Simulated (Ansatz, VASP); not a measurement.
Fe in VASP and in Ansatz

```
CELL_PARAMETERS angstrom
2.54089 0.00000 0.00000
-1.27044 2.20047 0.00000
0.00000 0.00000 4.38426
ATOMIC_POSITIONS crystal
Fe 0.33333 0.66667 0.25000
Fe 0.66667 0.33333 0.75000
```

Alike in both runs: functional r2SCAN; k mesh 18 × 18 × 10; occupations gaussian, width 0.1 eV; collinear spin.

Ansatz relaxed the structure, and its values are those at the end. VASP's run is a single point on that final structure, the one shown.

```csv
,VASP,Ansatz
version,VASP 6.6.1,Ansatz 0.2.0
potentials or method,"VASP PAW PBE potentials, release 64 (Fe), cutoff 520 eV","scalar-relativistic, plane waves, PAW"
valence electrons in the cell,16,32
```

|  | VASP | Ansatz | Ansatz less VASP |
| --- | --- | --- | --- |
| gap on the k mesh at the Fermi level (eV) | none | none | - |
| pressure (GPa) | -0.4 | 0.0 | +0.36 |
| net moment per atom (μB) | 2.81 | 2.82 | +0.004 |
| size of the moment on the site where the two differ most (μB) | 2.86 | 2.92 | +0.061 |

VASP's potentials were made for PBE, not for r2SCAN. Site moments also hang on the region over which each program counts them. A gap of «none» marks a metal or a gap that the smearing closes. The functional is the same, so the differences come from potentials, cutoffs and numerics. VASP's potentials hold 16 valence electrons a cell and Ansatz's 32, so a difference there can come from the potentials and not from the codes.
